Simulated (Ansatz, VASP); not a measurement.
Two plane-wave programs on Ta3BeAl

File INCAR:

```
SYSTEM = Ta3BeAl
  PREC = Accurate
  ENCUT = 600
  EDIFF = 1E-6
  ISMEAR = 0
  SIGMA = 0.1
  LREAL = .False.
  LASPH = .True.
  NELM = 60
  ALGO = Fast
  ISIF = 3
  LWAVE = .False.
  LCHARG = .False.
  GGA = PE
  IBRION = 2
  NSW = 100
  EDIFFG = -0.01
```

KPOINTS

```
regular mesh
0
Gamma
  8 8 8
  0 0 0
```

The input POSCAR:

```
Ta3BeAl
1.0
    4.6583461413      0.0000000000      0.0000000000
    0.0000000000      4.6583461413      0.0000000000
    0.0000000000      0.0000000000      4.6583461413
Ta Be Al
3 1 1
Direct
    0.0000000000      0.5000000000      0.5000000000
    0.5000000000      0.0000000000      0.5000000000
    0.5000000000      0.5000000000      0.0000000000
    0.0000000000      0.0000000000      0.0000000000
    0.5000000000      0.5000000000      0.5000000000
```

Input for Ansatz:

```yaml
crystal:
  lattice:
    - [4.6583461413, 0.0, 0.0]
    - [0.0, 4.6583461413, 0.0]
    - [0.0, 0.0, 4.6583461413]
  atoms:
    - { symbol: Ta, position: [0.0, 0.5, 0.5] }
    - { symbol: Ta, position: [0.5, 0.0, 0.5] }
    - { symbol: Ta, position: [0.5, 0.5, 0.0] }
    - { symbol: Be, position: [0.0, 0.0, 0.0] }
    - { symbol: Al, position: [0.5, 0.5, 0.5] }
basis:
  ecutwfc: 420
kpoints:
  mp_grid: { grid: [8, 8, 8] }
hamiltonian:
  xc: pbe
scf:
  occupations: { method: gaussian, width: 0.1 }
output:
  forces: true
  stress: true
  eigenvalues: true
relax:
  adjacent_minimum: "off"
  f_tol: 0.01
  max_steps: 80
  cell: { stress_tol: 0.05 }
```

Alike in both runs: task relaxation of cell and atoms; functional PBE; k mesh 8 × 8 × 8; occupations gaussian, width 0.1 eV; no spin polarisation.

```csv
,VASP,Ansatz
version,VASP 6.6.1,Ansatz 0.2.0
potentials or method,"VASP PAW PBE potentials, release 64 (Ta_pv, Be, Al), cutoff 600 eV","scalar-relativistic, plane waves, PAW"
valence electrons in the cell,38,44
```

Ansatz gave:

| Property | Result |
| --- | --- |
| gap on the k mesh at the Fermi level, each at its own relaxed structure (eV) | none |
| relaxed volume (Å³/atom) | 20.25 |
| relaxed cell length with the largest relative difference (Å) | 4.661 |

Question: What did VASP give for the same quantities?

Answer: gap on the k mesh at the Fermi level, each at its own relaxed structure (eV): none; relaxed volume (Å³/atom): 20.26; relaxed cell length with the largest relative difference (Å): 4.662.

A gap of «none» marks a metal or a gap that the smearing closes. VASP's potentials hold 38 valence electrons a cell and Ansatz's 44, so a difference there can come from the potentials and not from the codes.

Neither program's run includes spin-orbit coupling.
